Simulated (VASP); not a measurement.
# Pb (Fm-3m) in VASP: settings compared, part 2 of 2

VASP 6.6.1. The steps go on from the part before.

## Step 3: Single point, PBEsol

INCAR reads:

```
  PREC = Accurate
  ENCUT = 500
  EDIFF = 1E-6
  ISMEAR = -1
  SIGMA = 0.1
  LREAL = F
  LASPH = T
  NELM = 120
  ALGO = Normal
  ISIF = 2
  LWAVE = F
  LCHARG = T
  GGA = PS
  LELF = T
  LVHAR = T
  NBANDS = 13
  GGA_COMPAT = F
```

KPOINTS reads:

```
regular mesh
0
Gamma
  5 5 5
```

POSCAR reads:

```
Pb
1.0
    0.0000000000      2.4750200000      2.4750200000
    2.4750200000      0.0000000000      2.4750200000
    2.4750200000      2.4750200000      0.0000000000
Pb
1
Direct
    0.0000000000      0.0000000000      0.0000000000
```

Potentials or basis: VASP PAW PBE potentials, release 64 (Pb_d).

The run is started by

```bash
> cat potpaw_PBE.64/Pb_d/POTCAR > POTCAR
> mpirun -np 1 vasp_std > vasp.out
```

OUTCAR:

```text
PREC = Accurate
   ENCUT = 500
   EDIFF = 1E-6
   ISMEAR = -1
   LREAL = F
   LASPH = T
   NELM = 120
   ISIF = 2
   GGA = PS

 ion  position               nearest neighbor table
   1  0.000  0.000  0.000-

  LATTYP: Found a face centered cubic cell.
 ALAT       =     4.9500400000

  Lattice vectors:

 A1 = (   0.0000000000,   2.4750200000,   2.4750200000)
 A2 = (   2.4750200000,   0.0000000000,   2.4750200000)
 A3 = (   2.4750200000,   2.4750200000,   0.0000000000)

Analysis of symmetry for initial positions (statically):
=====================================================================
 Subroutine PRICEL returns:
 Original cell was already a primitive cell.

 Routine SETGRP: Setting up the symmetry group for a
 face centered cubic supercell.

 Subroutine GETGRP returns: Found 48 space group operations
 (whereof 48 operations were pure point group operations)
 out of a pool of 48 trial point group operations.

The static configuration has the point symmetry O_h .

Analysis of symmetry for dynamics (positions and initial velocities):
=====================================================================
[... 152 lines left out ...]
      3      -9.9000      2.00000
      4      -9.7586      2.00000
      5      -9.7586      2.00000
      6      -4.6713      2.00000
      7      14.5078      0.00000
      8      14.5078      0.00000
      9      14.5078      0.00000
     10      16.8650      0.00000
     11      18.4158      0.00000
     12      19.5756      0.00000
     13      19.5756      0.00000
[... 130 lines left out ...]
  band No.  band energies     occupation
      1      -9.9043      2.00000
      2      -9.8931      2.00000
      3      -9.7816      2.00000
      4      -9.6867      2.00000
      5      -9.6225      2.00000
      6      -0.2178      2.00000
      7       5.2657      2.00000
      8       6.7735      1.27527
      9       8.6586      0.00000
     10      16.8406      0.00000
     11      17.9302      0.00000
     12      19.3645      0.00000
     13      23.1592      0.00000

------------------------ aborting loop because EDIFF is reached ----------------------------------------

  FORCE on cell =-STRESS in cart. coord.  units (eV):
  Direction    XX          YY          ZZ          XY          YZ          ZX
  --------------------------------------------------------------------------------------
  -------------------------------------------------------------------------------------
  Total       -0.1925385     -0.1925385     -0.1925385      0.0000000      0.0000000      0.0000000
  in kB      -10.1733022    -10.1733022    -10.1733022      0.0000000      0.0000000      0.0000000
  external PRESSURE =     -10.1733022 kB  Pullay stress =       0.0000000 kB

 VOLUME and BASIS-vectors are now :
 -----------------------------------------------------------------------------
  energy-cutoff  :      500.00
  volume of cell :       30.32
      direct lattice vectors                 reciprocal lattice vectors
     0.000000000  2.475020000  2.475020000    -0.202018570  0.202018570  0.202018570
     2.475020000  0.000000000  2.475020000     0.202018570 -0.202018570  0.202018570
     2.475020000  2.475020000  0.000000000     0.202018570  0.202018570 -0.202018570

 POSITION                                       TOTAL-FORCE (eV/Angst)
 -----------------------------------------------------------------------------------
      0.00000      0.00000      0.00000         0.000000      0.000000     -0.000000
 -----------------------------------------------------------------------------------
    total drift:                               -0.000000     -0.000000     -0.000000

  FREE ENERGIE OF THE ION-ELECTRON SYSTEM (eV)
  ---------------------------------------------------
  free  energy   TOTEN  =        -3.9839806207 eV

  energy  without entropy=       -3.9550024822  energy(sigma->0) =       -3.96949155
```

OSZICAR:

```text
N       E                     dE             d eps       ncg     rms          rms(c)
DAV:   1     0.101888160191E+03    0.10189E+03   -0.69099E+03   260   0.124E+03
DAV:   2     0.562753721654E+00   -0.10133E+03   -0.98719E+02   270   0.308E+02
DAV:   3    -0.390464440581E+01   -0.44674E+01   -0.44585E+01   323   0.693E+01
DAV:   4    -0.399817999929E+01   -0.93536E-01   -0.93511E-01   323   0.108E+01
DAV:   5    -0.400215505149E+01   -0.39751E-02   -0.39748E-02   377   0.196E+00    0.592E-01
DAV:   6    -0.398770201339E+01    0.14453E-01   -0.18601E-02   315   0.245E+00    0.284E-01
DAV:   7    -0.398419433179E+01    0.35077E-02   -0.78846E-03   335   0.144E+00    0.970E-02
DAV:   8    -0.398398245982E+01    0.21187E-03   -0.45579E-04   386   0.360E-01    0.103E-02
DAV:   9    -0.398398059908E+01    0.18607E-05   -0.95100E-06   353   0.571E-02    0.457E-03
DAV:  10    -0.398398062069E+01   -0.21602E-07   -0.68706E-07   210   0.123E-02
   1 F= -.39839806E+01 E0= -.39694916E+01  d E =-.289781E-01
```

stdout:

```text
POSCAR found type information on POSCAR Pb
 POSCAR found :  1 types and       1 ions
 scaLAPACK will be used
 -----------------------------------------------------------------------------
|                                                                             |
|                                                                             |
|     You enforced a specific xc type in the INCAR file but a different       |
|     I HOPE YOU KNOW WHAT YOU ARE DOING!                                     |
|                                                                             |
 -----------------------------------------------------------------------------

 LDA part: xc-table for (Slater+PW92), standard interpolation
 POSCAR, INCAR and KPOINTS ok, starting setup
 FFT: planning ... GRIDC
 FFT: planning ... GRID_SOFT
 FFT: planning ... GRID
 WAVECAR not read
 entering main loop
```

It took 12 s on 1 thread of Intel Xeon 8259CL, shared host; peak memory 0.15 GiB.

What came out:

```yaml
Free_energy: -3.9840 eV
Pressure: -1.0 GPa
Band_gap_on_the_k_mesh: zero (band 7 reaches 14.51 eV, above the bottom of band 8 at 6.49 eV)
```

Caveat: the k points lie up to 0.44 Å⁻¹ apart; the PAW data sets were made with another functional, which shifts forces and pressure a little; spin-orbit coupling is left out, which moves the levels of the heavy elements.
